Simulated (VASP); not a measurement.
Sn:

```xyz
1
Lattice="-1.7265 1.7755 2.3383 1.7265 -1.7755 2.3383 1.7265 1.7755 -2.3383" Properties=species:S:1:pos:R:3 pbc="T T T"
Sn    0.0000    0.0000    0.0000
```

| Property | Result |
| --- | --- |
| Program | VASP 6.6.1 |
| Task | relaxation of cell and atoms |
| Functional | PBEsol |
| Dispersion | D3(BJ) |
| Potentials or basis | VASP PAW PBE potentials, release 64 (Sn_d) |
| Cutoff | 600 eV |
| k mesh | 11 × 11 × 11 |
| Occupations | gaussian, width 0.1 eV |
| Spin | no spin polarisation |

At the start: pressure -5.8 GPa; volume 28.67 Å³/atom.

How do energy, volume and symmetry change on relaxing?

Over 6 steps the energy falls by 68.1 meV/atom and the volume is 25.44 Å³/atom (-11.3 %); space group Immm (No. 71, to 0.1 Å) before, I4/mmm (No. 139, to 0.1 Å).

Step by step:
```
step  energy change (eV)  largest force (eV/Å)  pressure (GPa)  volume (Å³)
   1              0.0000                0.0000           -5.75        28.67
   2             -0.0626                0.0000            2.07        24.61
   3             -0.0672                0.0000            0.14        25.36
   4             -0.0671                0.0000           -0.01        25.42
   5             -0.0680                0.0000           -0.06        25.43
   6             -0.0681                0.0000           -0.08        25.44
```

Final structure:
```xyz
1
Lattice="-1.6781 1.6788 2.2573 1.6781 -1.6788 2.2573 1.6781 1.6788 -2.2573" Properties=species:S:1:pos:R:3 pbc="T T T"
Sn    0.0000    0.0000    0.0000
```

Caveat: the PAW data sets were made with another functional, which shifts forces and pressure a little.
